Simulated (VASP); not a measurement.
Crystal: HfIn4SiO6.

```xyz
12
Lattice="5.6987 0.0038 0.0156 -0.7051 6.1082 -0.0057 -2.7372 -1.3956 6.6308" Properties=species:S:1:pos:R:3 pbc="T T T"
Hf    0.2972   -0.0900    0.8831
In   -0.4860    5.0863    4.8335
In    2.9601   -0.6377    3.2997
In   -0.4663    2.2403    3.5350
In    2.4974    2.6606    1.3677
Si    2.2933    1.4988    5.6832
O     0.7088    1.2617    5.2639
O     3.2588    1.4387    4.3619
O     5.4139    1.6003    0.0368
O     2.4594    2.8937    6.5395
O    -0.6297   -0.1526    2.6118
O     2.1007    0.3624    1.4524
```

Base run:

| Quantity | Value |
| --- | --- |
| Program | VASP 6.6.1 |
| Functional | PBE |
| Potentials or basis | VASP PAW PBE potentials, release 64 (Hf_pv, In_d, Si, O) |
| Cutoff | 520 eV |
| k mesh | 4 × 4 × 3 |
| Occupations | fermi-dirac, width 0.05 eV |
| Spin | no spin polarisation |

Its results: band gap on the k mesh 0.97 eV (least direct gap 1.16 eV); pressure -0.2 GPa; largest force 0.171 eV/Å.

**Question.** The run is repeated on the same cell with these changes: k mesh from 4 × 4 × 3 to 5 × 5 × 4; further incar settings from ALGO = Normal; EDIFF = 1e-06; NBANDS = 63 to ALGO = Normal; EDIFF = 1e-08; NBANDS = 63. What comes out?

**Answer.** Band gap on the k mesh 0.88 eV (least direct gap 1.16 eV); pressure -0.2 GPa; largest force 0.171 eV/Å.

Caveats: spin-orbit coupling is left out, which moves the levels of the heavy elements.

A k mesh can miss the band edges.
